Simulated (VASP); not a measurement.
Write the native input for VASP 6.6.1 that does the following.

```yaml
Task: electric field gradients
Functional: PBE
Potentials_or_basis: VASP PAW PBE potentials, release 64 (Ta_pv, S)
Cutoff: 400 eV
k_mesh: 9 × 9 × 5
Occupations: fermi-dirac, width 0.03 eV
Spin: no spin polarisation
Dipole_correction: no
Further_INCAR_settings: ALGO = Normal; EDIFF = 1e-08; NBANDS = 18
```

The structure of TaS2 lies in POSCAR:

```
TaS2
1.0
    3.3500021206      0.0000000000      0.0000000000
   -1.6750010603      2.9011869392      0.0000000000
    0.0000000000      0.0000000000      6.0358000000
Ta S
1 2
Direct
    0.0000000000      0.0000000000      0.0000000000
    0.3333333333      0.6666666667      0.2500000000
    0.6666666667      0.3333333333      0.7500000000
```

This cell differs from its parent crystal: zz strain of +3 %.

The input as run:

INCAR

```
SYSTEM = TaS2
ALGO = Normal
EDIFF = 1E-8
ENCUT = 400
GGA = PE
GGA_COMPAT = .FALSE.
ISIF = 2
ISMEAR = -1
LASPH = .TRUE.
LCHARG = .FALSE.
LEFG = .TRUE.
LREAL = .FALSE.
LWAVE = .FALSE.
NBANDS = 18
NELM = 120
PREC = Accurate
SIGMA = 0.03
```

KPOINTS

```
k-points
0
G
  9 9 5
  0 0 0
```

Potentials or basis: VASP PAW PBE potentials, release 64 (Ta_pv, S).

Run with:

```sh
$ cat potpaw_PBE.64/Ta_pv/POTCAR potpaw_PBE.64/S/POTCAR > POTCAR
$ mpirun -np 1 vasp_std > vasp.out
```

Results of the run:

```
Pressure                                : 4.7 GPa
Largest force                           : 0.541 eV/Å
Band gap on the k mesh                  : zero (an odd number of electrons rules out a gap without spin polarisation)
Largest electric field gradient by atom : Ta -135.1; S -12.4 V/Å²
```

Caveat: the cell differs from its parent crystal (zz strain of +3 %); the cell stands under pressure; without QUAD_EFG the Cq values of the log hold for a quadrupole moment of 1 mb, not for the nuclei; spin-orbit coupling is left out, which moves the levels of the heavy elements; this functional lacks dispersion, which binds layers or chains, so the pressure and a relaxed spacing across them are unreliable.

Wall time 21 s on 1 thread of AMD EPYC 9R45 96-Core Processor (Zen 5) (shared host), peak memory 0.15 GiB.
